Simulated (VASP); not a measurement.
# Os (Pm-3m) in VASP: further runs, part 2 of 2

VASP 6.6.1.

### Step 3. Single point, PBE

This run uses another cell than the first one, of 16.71 Å³/atom, 1.130 times its volume.

Input file INCAR:

```
SYSTEM = Os
  PREC = Accurate
  ENCUT = 520
  EDIFF = 1E-7
  ISMEAR = 0
  SIGMA = 0.1
  LREAL = .FALSE.
  LASPH = .TRUE.
  NELM = 80
  ALGO = Fast
  ISIF = 2
  LWAVE = .FALSE.
  LCHARG = .FALSE.
  GGA = PE
  NBANDS = 10
```

Input file KPOINTS:

```
Automatic mesh
0
G
  8 8 8
  0 0 0
```

Input file POSCAR:

```
Os
1.0
    2.5565542237      0.0000000000      0.0000000000
    0.0000000000      2.5565542237      0.0000000000
    0.0000000000      0.0000000000      2.5565542237
Os
1
Direct
    0.0000000000      0.0000000000      0.0000000000
```

Potentials or basis: VASP PAW PBE potentials, release 64 (Os).

Launch:

```bash
$ cat potpaw_PBE.64/Os/POTCAR > POTCAR
$ mpirun -np 1 vasp_std > vasp.out
```

OUTCAR:

```text
SYSTEM = Os
   PREC = Accurate
   ENCUT = 520
   EDIFF = 1E-7
   ISMEAR = 0
   LREAL = .FALSE.
   LASPH = .TRUE.
   NELM = 80
   ISIF = 2
   GGA = PE

 ion  position               nearest neighbor table
   1  0.000  0.000  0.000-

  LATTYP: Found a simple cubic cell.
 ALAT       =     2.5565542237

  Lattice vectors:

 A1 = (   2.5565542237,   0.0000000000,   0.0000000000)
 A2 = (   0.0000000000,   2.5565542237,   0.0000000000)
 A3 = (   0.0000000000,   0.0000000000,   2.5565542237)

Analysis of symmetry for initial positions (statically):
=====================================================================
 Subroutine PRICEL returns:
 Original cell was already a primitive cell.

 Routine SETGRP: Setting up the symmetry group for a
 simple cubic supercell.

 Subroutine GETGRP returns: Found 48 space group operations
 (whereof 48 operations were pure point group operations)
 out of a pool of 48 trial point group operations.

The static configuration has the point symmetry O_h .

Analysis of symmetry for dynamics (positions and initial velocities):
=====================================================================
 Subroutine PRICEL returns:
 Original cell was already a primitive cell.

 Routine SETGRP: Setting up the symmetry group for a
 simple cubic supercell.

 Subroutine GETGRP returns: Found 48 space group operations
 (whereof 48 operations were pure point group operations)
 out of a pool of 48 trial point group operations.

The dynamic configuration has the point symmetry O_h .

 Subroutine INISYM returns: Found 48 space group operations
 (whereof 48 operations are pure point group operations),
 and found     1 'primitive' translations

----------------------------------------------------------------------------------------

                                     Primitive cell

  volume of cell :      16.7096

  direct lattice vectors                    reciprocal lattice vectors
     2.556554224  0.000000000  0.000000000     0.391151492  0.000000000  0.000000000
     0.000000000  2.556554224  0.000000000     0.000000000  0.391151492  0.000000000
     0.000000000  0.000000000  2.556554224     0.000000000  0.000000000  0.391151492

  length of vectors
     2.556554224  2.556554224  2.556554224     0.391151492  0.391151492  0.391151492

  position of ions in fractional coordinates (direct lattice)
     0.000000000  0.000000000  0.000000000

  ion indices of the primitive-cell ions
   primitive index   ion index
                 1           1

----------------------------------------------------------------------------------------

 KPOINTS: Automatic mesh

Automatic generation of k-mesh.
 Grid dimensions read from file:
 generate k-points for:    8    8    8

 Generating k-lattice:

  Cartesian coordinates                     Fractional coordinates (reciprocal lattice)
     0.048893937  0.000000000  0.000000000     0.125000000  0.000000000  0.000000000
     0.000000000  0.048893937  0.000000000     0.000000000  0.125000000  0.000000000
     0.000000000  0.000000000  0.048893937     0.000000000  0.000000000  0.125000000

  Length of vectors
     0.048893937  0.048893937  0.048893937

  Shift w.r.t. Gamma in fractional coordinates (k-lattice)
     0.000000000  0.000000000  0.000000000

 Subroutine IBZKPT returns following result:
 ===========================================

 Found     35 irreducible k-points:

 Following reciprocal coordinates:
            Coordinates               Weight
  0.000000  0.000000  0.000000      1.000000
  0.125000  0.000000  0.000000      6.000000
  0.250000  0.000000  0.000000      6.000000
  0.375000  0.000000  0.000000      6.000000
  0.500000  0.000000  0.000000      3.000000
  0.125000  0.125000  0.000000     12.000000
[... 16 lines left out ...]
  0.375000  0.375000  0.125000     24.000000
  0.500000  0.375000  0.125000     24.000000
 [... further k-points ...]
   k-points           NKPTS =     35   k-points in BZ     NKDIM =     35   number of bands    NBANDS=     10
   number of dos      NEDOS =    301   number of ions     NIONS =      1
   total plane-waves  NPLWV =   8000
   dimension x,y,z NGX =    20 NGY =   20 NGZ =   20
   dimension x,y,z NGXF=    40 NGYF=   40 NGZF=   40
   ions per type =               1
   NGX,Y,Z   is equivalent  to a cutoff of  13.01, 13.01, 13.01 a.u.
   NGXF,Y,Z  is equivalent  to a cutoff of  26.01, 26.01, 26.01 a.u.
 SYSTEM =  Os
   PREC   = accura    normal or accurate (medium, high low for compatibility)
   ISTART =      0    job   : 0-new  1-cont  2-samecut
   ICHARG =      2    charge: 1-file 2-atom 10-const
   ISPIN  =      1    spin polarized calculation?
   LNONCOLLINEAR =      F non collinear calculations
   LSORBIT =      F    spin-orbit coupling
   LASPH  =      T    aspherical Exc in radial PAW
   ENCUT  =  520.0 eV  38.22 Ry    6.18 a.u.   4.75  4.75  4.75*2*pi/ulx,y,z
   NELM   =     80;   NELMIN=  2; NELMDL= -5     # of ELM steps
   EDIFF  = 0.1E-06   stopping-criterion for ELM
   LREAL  =      F    real-space projection
   EDIFFG = 0.1E-05   stopping-criterion for IOM
   NSW    =      0    number of steps for IOM
   IBRION =     -1    ionic relax: 0-MD 1-quasi-New 2-CG
   NFREE  =      0    steps in history (QN), initial steepest desc. (CG)
   ISIF   =      2    stress and relaxation
   ISYM   =      2    0-nonsym 1-usesym 2-fastsym
   POTIM  = 0.5000    time-step for ionic-motion
   TEBEG  =    0.0;   TEEND  =   0.0 temperature during run
   PSTRESS=    0.0 pullay stress
   NELECT =       8.0000    total number of electrons
   NUPDOWN=      -1.0000    fix difference up-down
   EMIN   =  10.00;   EMAX   =-10.00  energy-range for DOS
   EFERMI =   0.00;   METHOD = LEGACY
   ISMEAR =     0;   SIGMA  =   0.10  broadening in eV -4-tet -1-fermi 0-gaus
   EFERMI_NEDOS =   21; number of points for ismear=-14 and -15
   IALGO  =     68    algorithm
   IMIX   =      4    mixing-type and parameters
     AMIX     =   0.40;   BMIX     =  1.00
     AMIX_MAG =   1.60;   BMIX_MAG =  1.00
  volume/ion in A,a.u.               =      16.71       112.76
  Fermi-wavevector in a.u.,A,eV,Ry     =   1.280707  2.420185 22.316421  1.640211
  Thomas-Fermi vector in A             =   2.413119
   LORBIT       =      0    0 simple, 1 ext, 2 COOP (PROOUT), +10 PAW based schemes
   GGA     = PE    functional components
   LHFCALC =     F    Hartree Fock is set to
   AEXX    =    0.0000 exact exchange contribution
   IVDW    =     0    specifies the selected vdW correction
   LEPSILON=     F    determine dielectric tensor
   LRPA    =     F    only Hartree local field effects (RPA)
 non-spin polarized calculation
 RMM-DIIS sequential band-by-band and
 Gauss-broadening in eV      SIGMA  =   0.10
  energy-cutoff  :      520.00
  volume of cell :       16.71
 maximum number of plane-waves:       468
 NGX is ok and might be reduce to    20
   NGX =  9   NGY =  9   NGZ =  9

 number of electron       7.9999998 magnetization

 Free energy of the ion-electron system (eV)
  ---------------------------------------------------
  ext. energy  EPLUGINS =         0.00000000
  ---------------------------------------------------
  free energy    TOTEN  =        -9.79193775 eV

  energy without entropy =       -9.78298938  energy(sigma->0) =       -9.78746357

 E-fermi :   7.1649     XC(G=0): -12.8716

 val. band max:        7.0499602769   @ k =   0.5000   0.2500   0.2500
 cond. band min:       7.1666081860   @ k =   0.3750   0.1250   0.0000
 fundamental gap:      0.1166479091
 Fermi energy:         7.1648509213

 k-point     1 :       0.0000    0.0000    0.0000
  band No.  band energies     occupation
      1      -2.2650      2.00000
      2       1.2581      2.00000
      3       1.2581      2.00000
      4       9.4504      0.00000
      5       9.4504      0.00000
      6       9.4504      0.00000
      7      22.6659      0.00000
      8      22.6659      0.00000
      9      22.6659      0.00000
     10      28.7143      0.00000

 k-point     2 :       0.1250    0.0000    0.0000
  band No.  band energies     occupation
      1      -1.7808      2.00000
      2       1.3708      2.00000
      3       1.7797      2.00000
      4       8.8435      0.00000
      5       8.8435      0.00000
      6       9.4978      0.00000
      7      20.2421      0.00000
      8      23.6271      0.00000
      9      23.6271      0.00000
     10      29.0182      0.00000
[... 274 lines left out ...]
 k-point    24 :       0.5000    0.3750    0.1250
  band No.  band energies     occupation
      1       1.1397      2.00000
      2       3.3675      2.00000
      3       5.4768      2.00000
      4       5.9371      2.00000
      5       9.0609      0.00000
      6      12.5510      0.00000
      7      14.1856      0.00000
      8      21.4162      0.00000
      9      21.5719      0.00000
     10      27.7863      0.00000

 [... further k-points ...]
[... 5 lines left out ...]
  --------------------------------------------------------------------------------------
  -------------------------------------------------------------------------------------
  Total       -0.0303981     -0.0303981     -0.0303981      0.0000000      0.0000000     -0.0000000
  in kB       -2.9146894     -2.9146894     -2.9146894      0.0000000      0.0000000     -0.0000000
  external PRESSURE =      -2.9146894 kB  Pullay stress =       0.0000000 kB

 VOLUME and BASIS-vectors are now :
 -----------------------------------------------------------------------------
  energy-cutoff  :      520.00
  volume of cell :       16.71
      direct lattice vectors                 reciprocal lattice vectors
     2.556554224  0.000000000  0.000000000     0.391151492  0.000000000  0.000000000
     0.000000000  2.556554224  0.000000000     0.000000000  0.391151492  0.000000000
     0.000000000  0.000000000  2.556554224     0.000000000  0.000000000  0.391151492

 POSITION                                       TOTAL-FORCE (eV/Angst)
 -----------------------------------------------------------------------------------
      0.00000      0.00000      0.00000         0.000000      0.000000      0.000000
 -----------------------------------------------------------------------------------
    total drift:                               -0.000000     -0.000000     -0.000000

  FREE ENERGIE OF THE ION-ELECTRON SYSTEM (eV)
  ---------------------------------------------------
  free  energy   TOTEN  =        -9.7919377521 eV

  energy  without entropy=       -9.7829893800  energy(sigma->0) =       -9.78746357
```

Wall time 8.5 s (1 thread of AMD EPYC 7R43 (Zen 3), shared host); peak memory 0.09 GiB.

What came out:

```
Free energy            : -9.7919 eV
Pressure               : -0.3 GPa
Band gap on the k mesh : zero (band 4 reaches 12.07 eV, above the bottom of band 5 at 6.07 eV)
```

Levels at points of the mesh, in eV from the Fermi level:
```tsv
k point	band 1	band 2	band 3	band 4	band 5	band 6	band 7	band 8
(0.00, 0.00, 0.00)	-9.43	-5.91	-5.91	2.29	2.29	2.29	15.50	15.50
(0.50, 0.00, 0.00)	-6.21	-5.07	-1.14	-0.95	-0.95	2.62	7.11	15.70
(0.50, 0.50, 0.00)	-6.63	-4.49	-0.32	-0.32	4.50	4.50	4.68	12.66
(0.50, 0.50, 0.50)	-5.19	-5.19	-5.19	4.91	4.91	8.49	11.18	11.18
```

Caveat: spin-orbit coupling is left out, which moves the levels of the heavy elements.

### Step 4. Relaxation of cell and atoms, PBE

Input file INCAR:

```
PREC     = Accurate       # precision mode
ENCUT    = 600            # plane-wave cutoff, eV
EDIFF    = 1E-6           # SCF threshold, eV
ISMEAR   = 0              # smearing method
SIGMA    = 0.1            # smearing width, eV
LREAL    = F              # projectors in reciprocal space
LASPH    = T              # aspherical terms in the spheres
NELM     = 60             # most SCF steps
ALGO     = Normal         # electronic algorithm
ISIF     = 3              # what is computed and relaxed
LWAVE    = F              # write WAVECAR
LCHARG   = F              # write CHGCAR
GGA      = PE             # functional
IBRION   = 2              # ionic algorithm
NSW      = 90             # ionic steps
EDIFFG   = -0.04          # ionic threshold
```

Input file KPOINTS:

```
regular mesh
0
Gamma
  8 8 8
```

Input file POSCAR:

```
Os
1.0
    2.4547717937      0.0000000000      0.0000000000
    0.0000000000      2.4547717937      0.0000000000
    0.0000000000      0.0000000000      2.4547717937
Os
1
Direct
    0.0000000000      0.0000000000      0.0000000000
```

Potentials or basis: VASP PAW PBE potentials, release 64 (Os).

Launch:

```bash
$ cat potpaw_PBE.64/Os/POTCAR > POTCAR
$ mpirun -np 1 vasp_std > vasp.out
```

OUTCAR:

```text
PREC = Accurate
   ENCUT = 600
   EDIFF = 1E-6
   ISMEAR = 0
   LREAL = F
   LASPH = T
   NELM = 60
   ISIF = 3
   GGA = PE
   IBRION = 2
   NSW = 90
   EDIFFG = -0.04

 ion  position               nearest neighbor table
   1  0.000  0.000  0.000-

  LATTYP: Found a simple cubic cell.
 ALAT       =     2.4547717937

  Lattice vectors:

 A1 = (   2.4547717937,   0.0000000000,   0.0000000000)
 A2 = (   0.0000000000,   2.4547717937,   0.0000000000)
 A3 = (   0.0000000000,   0.0000000000,   2.4547717937)

Analysis of symmetry for initial positions (statically):
=====================================================================
 Subroutine PRICEL returns:
 Original cell was already a primitive cell.

 Routine SETGRP: Setting up the symmetry group for a
 simple cubic supercell.

 Subroutine GETGRP returns: Found 48 space group operations
[... 207 lines left out ...]
 Fermi energy:         2.6200746163

 k-point     1 :       0.0000    0.0000    0.0000
  band No.  band energies     occupation
      1      -3.7515      2.00000
      2      -0.6438      2.00000
      3      -0.6438      2.00000
      4       3.6920      0.00000
      5       3.6920      0.00000
      6       3.6920      0.00000
      7      15.2516      0.00000
      8      15.2516      0.00000
[... 357 lines left out ...]
--------------------------------------- Ionic step        5  -------------------------------------------

 number of electron       7.9999998 magnetization

 Free energy of the ion-electron system (eV)
  ---------------------------------------------------
  ext. energy  EPLUGINS =         0.00000000
  ---------------------------------------------------
  free energy    TOTEN  =        -9.79147212 eV

  energy without entropy =       -9.78252829  energy(sigma->0) =       -9.78700021

 E-fermi :   7.1780     XC(G=0): -12.8770

 val. band max:        7.0635582287   @ k =   0.5000   0.2500   0.2500
 cond. band min:       7.1797184423   @ k =   0.3750   0.1250   0.0000
 fundamental gap:      0.1161602136
 Fermi energy:         7.1780389294

 k-point     1 :       0.0000    0.0000    0.0000
  band No.  band energies     occupation
      1      -2.2601      2.00000
      2       1.2634      2.00000
      3       1.2634      2.00000
      4       9.4677      0.00000
      5       9.4677      0.00000
      6       9.4677      0.00000
      7      22.6859      0.00000
      8      22.6859      0.00000
[... 281 lines left out ...]
  FREE ENERGIE OF THE ION-ELECTRON SYSTEM (eV)
  ---------------------------------------------------
  free  energy   TOTEN  =        -9.7914721248 eV

  energy  without entropy=       -9.7825282928  energy(sigma->0) =       -9.78700021

 reached required accuracy - stopping structural energy minimisation
```

OSZICAR:

```text
N       E                     dE             d eps       ncg     rms          rms(c)
DAV:   1     0.431848455479E+02    0.43185E+02   -0.45776E+03   568   0.104E+03
DAV:   2    -0.885694432151E+01   -0.52042E+02   -0.51086E+02   608   0.236E+02
DAV:   3    -0.994050376293E+01   -0.10836E+01   -0.10792E+01   616   0.349E+01
[... 43 lines left out ...]
DAV:   2    -0.979153286274E+01    0.51230E-03   -0.10798E-03   600   0.323E-01    0.829E-02
DAV:   3    -0.979146678587E+01    0.66077E-04   -0.32419E-04   696   0.163E-01    0.941E-03
DAV:   4    -0.979147094730E+01   -0.41614E-05   -0.39126E-06   592   0.143E-02    0.369E-03
DAV:   5    -0.979147211405E+01   -0.11668E-05   -0.91048E-07   512   0.713E-03    0.120E-03
DAV:   6    -0.979147212477E+01   -0.10718E-07   -0.73588E-08   280   0.291E-03
   5 F= -.97914721E+01 E0= -.97870002E+01  d E =-.237068E+00
```

CONTCAR:

```text
Os
   1.00000000000000
     2.5557257175225785    0.0000000000000000   -0.0000000000000000
     0.0000000000000000    2.5557257175225785    0.0000000000000000
     0.0000000000000000    0.0000000000000000    2.5557257175225785
  Os
     1
Direct
     0.0000000000000000    0.0000000000000000    0.0000000000000000

  0.00000000E+00  0.00000000E+00  0.00000000E+00
```

It took 17 s on 1 thread of AMD EPYC 7R43 (Zen 3), shared host; peak memory 0.1 GiB.

Results:

```
Free energy                            : -9.7915 eV
Relaxed volume                         : 16.69 Å³/atom
Relaxed cell                           : a = 2.556 Å, b = 2.556 Å, c = 2.556 Å, α = 90.00°, β = 90.00°, γ = 90.00°
Space group after relaxing (to 0.05 Å) : Pm-3m (No. 221)
Energy gained by relaxing              : 237.1 meV/atom
Ionic steps                            : 5
Pressure after relaxing                : 0.0 GPa
Band gap on the k mesh                 : zero (band 4 reaches 12.10 eV, above the bottom of band 5 at 6.08 eV)
```

Step by step:
```
step  energy change (eV)  largest force (eV/Å)  pressure (GPa)  volume (Å³)
   1              0.0000                0.0000           44.80        14.79
   2              1.5040                0.0000          -40.71        25.53
   3             -0.2288                0.0000           -6.34        17.10
   4             -0.2368                0.0000           -1.15        16.76
   5             -0.2371                0.0000            0.01        16.69
```

Final structure:
```
Os
1.0
     2.55573    0.00000    0.00000
     0.00000    2.55573    0.00000
     0.00000    0.00000    2.55573
Os
1
Direct
  0.00000 0.00000 0.00000
```

Caveat: spin-orbit coupling is left out, which moves the levels of the heavy elements.

### Step 5. The runs side by side

| task | cell | cutoff (eV) | gap on the mesh (eV) | pressure (GPa) |
| --- | --- | --- | --- | --- |
| single point | a = 2.455 Å, 1 atom | 520 | none | 44.7 |
| single point | a = 2.557 Å, 1 atom | 520 | none | -0.3 |
| relaxation of cell and atoms | relaxed from a = 2.455 Å, 1 atom | 600 | none | 0.0 |

Alike in all rows: level PBE; potentials or basis VASP PAW PBE potentials, release 64 (Os); no spin polarisation; k mesh 8 × 8 × 8; smearing gaussian 0.1 eV.

Caveats: spin-orbit coupling is left out, which moves the levels of the heavy elements.

Total energies depend on the potentials used, so only differences within one code and one set of settings carry meaning.
